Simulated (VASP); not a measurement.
# AlN (Fm-3m) in VASP: notebook

AlN is run at these levels: PBE; tasks: single point.

All numbers are computed with VASP 6.6.1; they aren't measurements. Logs are shortened: lines on timing, memory, paths and dates and some standing lists are left out, and cuts for length are marked.

**1. The cell of the first run**

The structure is cubic, space group Fm-3m (No. 225). The conventional cell has a = 3.875 Å, b = 3.875 Å, c = 3.875 Å, α = 90.00°, β = 90.00°, γ = 90.00°. Al (site symmetry m-3m) has 6 N at 1.94 Å within 2.6 Å. Within 2.6 Å of N (site symmetry m-3m) lie 6 Al at 1.94 Å.

**2. Single point, PBE (7.27 Å³/atom)**

INCAR reads:

```
SYSTEM = AlN
PREC = Accurate ; ENCUT = 600
EDIFF = 1E-6 ; ISMEAR = -1
SIGMA = 0.02 ; LREAL = .False.
LASPH = .True. ; NELM = 120
ALGO = Normal ; ISIF = 2
LWAVE = .False. ; LCHARG = .False.
GGA = PE ; NBANDS = 11
GGA_COMPAT = .False.
```

KPOINTS reads:

```
regular mesh
0
Gamma
  13 13 13
  0 0 0
```

POSCAR reads:

```
AlN
1.0
    0.0000000000      1.9376213230      1.9376213230
    1.9376213230      0.0000000000      1.9376213230
    1.9376213230      1.9376213230      0.0000000000
Al N
1 1
Direct
    0.0000000000      0.0000000000      0.0000000000
    0.5000000000      0.5000000000      0.5000000000
```

Potentials or basis: VASP PAW PBE potentials, release 64 (Al, N).

Started as:

```
$ cat potpaw_PBE.64/Al/POTCAR potpaw_PBE.64/N/POTCAR > POTCAR
$ mpirun -np 1 vasp_std > vasp.out
```

OUTCAR:

```text
SYSTEM = AlN
   PREC = Accurate
   ENCUT = 600
   EDIFF = 1E-6
   ISMEAR = -1
   LREAL = .False.
   LASPH = .True.
   NELM = 120
   ISIF = 2
   GGA = PE

 ion  position               nearest neighbor table
   1  0.000  0.000  0.000-   2 1.94   2 1.94   2 1.94   2 1.94   2 1.94   2 1.94
   2  0.500  0.500  0.500-   1 1.94   1 1.94   1 1.94   1 1.94   1 1.94   1 1.94

  LATTYP: Found a face centered cubic cell.
 ALAT       =     3.8752426460

  Lattice vectors:

 A1 = (   0.0000000000,   1.9376213230,   1.9376213230)
 A2 = (   1.9376213230,   0.0000000000,   1.9376213230)
 A3 = (   1.9376213230,   1.9376213230,   0.0000000000)

Analysis of symmetry for initial positions (statically):
=====================================================================
 Subroutine PRICEL returns:
 Original cell was already a primitive cell.

 Routine SETGRP: Setting up the symmetry group for a
 face centered cubic supercell.

 Subroutine GETGRP returns: Found 48 space group operations
 (whereof 48 operations were pure point group operations)
 out of a pool of 48 trial point group operations.

The static configuration has the point symmetry O_h .

Analysis of symmetry for dynamics (positions and initial velocities):
=====================================================================
 Subroutine PRICEL returns:
 Original cell was already a primitive cell.

 Routine SETGRP: Setting up the symmetry group for a
 face centered cubic supercell.

 Subroutine GETGRP returns: Found 48 space group operations
 (whereof 48 operations were pure point group operations)
 out of a pool of 48 trial point group operations.

The dynamic configuration has the point symmetry O_h .

 Subroutine INISYM returns: Found 48 space group operations
 (whereof 48 operations are pure point group operations),
 and found     1 'primitive' translations

----------------------------------------------------------------------------------------

                                     Primitive cell

  volume of cell :      14.5491

  direct lattice vectors                    reciprocal lattice vectors
     0.000000000  1.937621323  1.937621323    -0.258048358  0.258048358  0.258048358
     1.937621323  0.000000000  1.937621323     0.258048358 -0.258048358  0.258048358
     1.937621323  1.937621323  0.000000000     0.258048358  0.258048358 -0.258048358

  length of vectors
     2.740210354  2.740210354  2.740210354     0.446952866  0.446952866  0.446952866

  position of ions in fractional coordinates (direct lattice)
     0.000000000  0.000000000  0.000000000
     0.500000000  0.500000000  0.500000000

  ion indices of the primitive-cell ions
   primitive index   ion index
                 1           1
                 2           2

----------------------------------------------------------------------------------------

 KPOINTS: regular mesh

Automatic generation of k-mesh.
 Grid dimensions read from file:
 generate k-points for:   13   13   13

 Generating k-lattice:

  Cartesian coordinates                     Fractional coordinates (reciprocal lattice)
    -0.019849874  0.019849874  0.019849874     0.076923077  0.000000000  0.000000000
     0.019849874 -0.019849874  0.019849874     0.000000000  0.076923077  0.000000000
     0.019849874  0.019849874 -0.019849874     0.000000000  0.000000000  0.076923077

  Length of vectors
     0.034380990  0.034380990  0.034380990

  Shift w.r.t. Gamma in fractional coordinates (k-lattice)
     0.000000000  0.000000000  0.000000000

 Subroutine IBZKPT returns following result:
 ===========================================

 Found     84 irreducible k-points:

 Following reciprocal coordinates:
            Coordinates               Weight
  0.000000  0.000000  0.000000      1.000000
  0.076923  0.000000  0.000000      8.000000
  0.153846  0.000000  0.000000      8.000000
  0.230769  0.000000  0.000000      8.000000
  0.307692  0.000000  0.000000      8.000000
  0.384615  0.000000  0.000000      8.000000
[... 16 lines left out ...]
  0.384615  0.153846  0.000000     24.000000
  0.461538  0.153846  0.000000     24.000000
 [... further k-points ...]
   k-points           NKPTS =     84   k-points in BZ     NKDIM =     84   number of bands    NBANDS=     11
   number of dos      NEDOS =    301   number of ions     NIONS =      2
   total plane-waves  NPLWV =  13824
   dimension x,y,z NGX =    24 NGY =   24 NGZ =   24
   dimension x,y,z NGXF=    48 NGYF=   48 NGZF=   48
   ions per type =               1   1
   NGX,Y,Z   is equivalent  to a cutoff of  14.56, 14.56, 14.56 a.u.
   NGXF,Y,Z  is equivalent  to a cutoff of  29.12, 29.12, 29.12 a.u.
 SYSTEM =  AlN
   PREC   = accura    normal or accurate (medium, high low for compatibility)
   ISTART =      0    job   : 0-new  1-cont  2-samecut
   ICHARG =      2    charge: 1-file 2-atom 10-const
   ISPIN  =      1    spin polarized calculation?
   LNONCOLLINEAR =      F non collinear calculations
   LSORBIT =      F    spin-orbit coupling
   LASPH  =      T    aspherical Exc in radial PAW
   ENCUT  =  600.0 eV  44.10 Ry    6.64 a.u.   5.47  5.47  5.47*2*pi/ulx,y,z
   NELM   =    120;   NELMIN=  2; NELMDL= -5     # of ELM steps
   EDIFF  = 0.1E-05   stopping-criterion for ELM
   LREAL  =      F    real-space projection
   EDIFFG = 0.1E-04   stopping-criterion for IOM
   NSW    =      0    number of steps for IOM
   IBRION =     -1    ionic relax: 0-MD 1-quasi-New 2-CG
   NFREE  =      0    steps in history (QN), initial steepest desc. (CG)
   ISIF   =      2    stress and relaxation
   ISYM   =      2    0-nonsym 1-usesym 2-fastsym
   POTIM  = 0.5000    time-step for ionic-motion
   TEBEG  =    0.0;   TEEND  =   0.0 temperature during run
   PSTRESS=    0.0 pullay stress
   NELECT =       8.0000    total number of electrons
   NUPDOWN=      -1.0000    fix difference up-down
   EMIN   =  10.00;   EMAX   =-10.00  energy-range for DOS
   EFERMI =   0.00;   METHOD = LEGACY
   ISMEAR =    -1;   SIGMA  =   0.02  broadening in eV -4-tet -1-fermi 0-gaus
   EFERMI_NEDOS =   21; number of points for ismear=-14 and -15
   IALGO  =     38    algorithm
   IMIX   =      4    mixing-type and parameters
     AMIX     =   0.40;   BMIX     =  1.00
     AMIX_MAG =   1.60;   BMIX_MAG =  1.00
  volume/ion in A,a.u.               =       7.27        49.09
  Fermi-wavevector in a.u.,A,eV,Ry     =   1.341197  2.534495 24.474289  1.798810
  Thomas-Fermi vector in A             =   2.469450
   LORBIT       =      0    0 simple, 1 ext, 2 COOP (PROOUT), +10 PAW based schemes
   GGA     = PE    functional components
   LHFCALC =     F    Hartree Fock is set to
   AEXX    =    0.0000 exact exchange contribution
   IVDW    =     0    specifies the selected vdW correction
   LEPSILON=     F    determine dielectric tensor
   LRPA    =     F    only Hartree local field effects (RPA)
 non-spin polarized calculation
  energy-cutoff  :      600.00
  volume of cell :       14.55
 maximum number of plane-waves:       531
 NGX is ok and might be reduce to    24
   NGX = 11   NGY = 11   NGZ = 11

 number of electron       8.0000001 magnetization

 Free energy of the ion-electron system (eV)
  ---------------------------------------------------
  ext. energy  EPLUGINS =         0.00000000
  ---------------------------------------------------
  free energy    TOTEN  =       -14.23238952 eV

  energy without entropy =      -14.23238952  energy(sigma->0) =      -14.23238952

 E-fermi :  12.1352     XC(G=0): -12.8955

 val. band max:       11.7067538006   @ k =   0.0000   0.0000   0.0000
 cond. band min:      16.8184118461   @ k =   0.4615   0.4615   0.0000
 fundamental gap:      5.1116580455
 Fermi energy:        12.1351988135

 k-point     1 :       0.0000    0.0000    0.0000
  band No.  band energies     occupation
      1      -7.0616      2.00000
      2      11.7068      2.00000
      3      11.7068      2.00000
      4      11.7068      2.00000
      5      19.3461      0.00000
      6      24.2753      0.00000
      7      24.2753      0.00000
      8      24.2753      0.00000
      9      29.7747      0.00000
     10      30.4494      0.00000
     11      30.4494      0.00000

 k-point     2 :       0.0769    0.0000    0.0000
  band No.  band energies     occupation
      1      -6.9246      2.00000
      2      11.0667      2.00000
      3      11.6138      2.00000
      4      11.6138      2.00000
      5      19.7005      0.00000
      6      23.6516      0.00000
      7      24.5030      0.00000
      8      24.5030      0.00000
      9      29.5579      0.00000
     10      29.5579      0.00000
     11      30.9584      0.00000

 k-point     3 :       0.1538    0.0000    0.0000
  band No.  band energies     occupation
      1      -6.5198      2.00000
      2       9.5073      2.00000
      3      11.3699      2.00000
      4      11.3699      2.00000
      5      20.1448      0.00000
      6      23.1076      0.00000
      7      24.9818      0.00000
      8      24.9818      0.00000
      9      28.5811      0.00000
     10      28.5811      0.00000
     11      31.6655      0.00000

 k-point     4 :       0.2308    0.0000    0.0000
  band No.  band energies     occupation
      1      -5.8686      2.00000
      2       7.5639      2.00000
      3      11.0543      2.00000
      4      11.0543      2.00000
      5      19.8436      0.00000
      6      23.7820      0.00000
      7      25.0422      0.00000
      8      25.0422      0.00000
      9      28.7464      0.00000
     10      28.7464      0.00000
     11      31.0244      0.00000
[... 239 lines left out ...]
 k-point    22 :       0.3077    0.1538    0.0000
  band No.  band energies     occupation
      1      -5.1641      2.00000
      2       6.8977      2.00000
      3       9.9784      2.00000
      4      10.1270      2.00000
      5      20.1211      0.00000
      6      22.3819      0.00000
      7      23.5979      0.00000
      8      26.4938      0.00000
      9      28.3493      0.00000
     10      32.0470      0.00000
     11      33.6838      0.00000

 k-point    23 :       0.3846    0.1538    0.0000
  band No.  band energies     occupation
      1      -4.3061      2.00000
      2       5.1991      2.00000
      3       9.4353      2.00000
      4       9.9302      2.00000
      5      19.8756      0.00000
      6      22.8446      0.00000
      7      23.7712      0.00000
      8      25.9438      0.00000
      9      29.6312      0.00000
     10      33.3017      0.00000
     11      33.4580      0.00000

 k-point    24 :       0.4615    0.1538    0.0000
  band No.  band energies     occupation
      1      -3.4538      2.00000
      2       3.7664      2.00000
      3       8.9566      2.00000
      4       9.8732      2.00000
      5      19.7957      0.00000
      6      22.4636      0.00000
      7      25.1357      0.00000
      8      25.3664      0.00000
      9      30.6335      0.00000
     10      33.1371      0.00000
     11      34.5883      0.00000

 [... further k-points ...]

------------------------ aborting loop because EDIFF is reached ----------------------------------------

  FORCE on cell =-STRESS in cart. coord.  units (eV):
  Direction    XX          YY          ZZ          XY          YZ          ZX
  --------------------------------------------------------------------------------------
  -------------------------------------------------------------------------------------
  Total        4.4723907      4.4723907      4.4723907      0.0000000     -0.0000000      0.0000000
  in kB      492.5083612    492.5083612    492.5083612      0.0000000     -0.0000000      0.0000000
  external PRESSURE =     492.5083612 kB  Pullay stress =       0.0000000 kB

 VOLUME and BASIS-vectors are now :
 -----------------------------------------------------------------------------
  energy-cutoff  :      600.00
  volume of cell :       14.55
      direct lattice vectors                 reciprocal lattice vectors
     0.000000000  1.937621323  1.937621323    -0.258048358  0.258048358  0.258048358
     1.937621323  0.000000000  1.937621323     0.258048358 -0.258048358  0.258048358
     1.937621323  1.937621323  0.000000000     0.258048358  0.258048358 -0.258048358

 POSITION                                       TOTAL-FORCE (eV/Angst)
 -----------------------------------------------------------------------------------
      0.00000      0.00000      0.00000        -0.000000     -0.000000      0.000000
      1.93762      1.93762      1.93762         0.000000      0.000000      0.000000
 -----------------------------------------------------------------------------------
    total drift:                               -0.000000     -0.000000      0.000000

  FREE ENERGIE OF THE ION-ELECTRON SYSTEM (eV)
  ---------------------------------------------------
  free  energy   TOTEN  =       -14.2323895182 eV

  energy  without entropy=      -14.2323895182  energy(sigma->0) =      -14.23238952
```

Wall time 5.3 s (1 thread of Intel Xeon 6975P-C (Granite Rapids), shared host); peak memory 0.14 GiB.

What came out:

* Free energy: -14.2324 eV
* Pressure: 49.3 GPa
* Band gap on the k mesh: 5.11 eV (least direct gap 7.64 eV)

Levels at points of the mesh, in eV from the valence-band top:
```csv
k point,band 1,band 2,band 3,band 4,band 5,band 6,band 7,band 8
"(0.00, 0.00, 0.00)",-18.77,0.00,0.00,0.00,7.64,12.57,12.57,12.57
```

Caveat: the cell stands under pressure; an odd mesh through Γ misses points on the zone boundary, where band edges can lie.

(Part 1 of 2 ends here.)
